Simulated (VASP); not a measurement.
Crystal: GaSb.

```xyz
2
Lattice="0.0000 3.1190 3.1190 3.1190 0.0000 3.1190 3.1190 3.1190 0.0000" Properties=species:S:1:pos:R:3 pbc="T T T"
Sb    4.6785    4.6785    4.6785
Ga    0.0000    0.0000    0.0000
```

Base run:

| Quantity | Value |
| --- | --- |
| Program | VASP 6.6.1 |
| Functional | b88 exchange, pbe correlation |
| Potentials or basis | VASP PAW PBE potentials, release 64 (Sb, Ga_d) |
| Cutoff | 500 eV |
| k mesh | 8 × 8 × 8 |
| Occupations | fermi-dirac, width 0.05 eV |
| Spin | no spin polarisation |

Its results: band gap on the k mesh zero (filled and empty bands touch); pressure -0.6 GPa.

Q: The run is repeated on the same cell with these changes: functional from b88 exchange, pbe correlation to BHLYP; cutoff from 500 eV to 520 eV; k mesh from 8 × 8 × 8 to 4 × 4 × 4. What comes out?

A: Band gap on the k mesh 2.76 eV; pressure -3.7 GPa.

Several settings changed at once.

Caveats: some runs use coarse meshes; the PAW data sets were made with another functional, which shifts forces and pressure a little; spin-orbit coupling is left out, which moves the levels of the heavy elements; semilocal functionals underestimate gaps, so a narrow gap can read as zero (at least some runs).

A k mesh can miss the band edges.
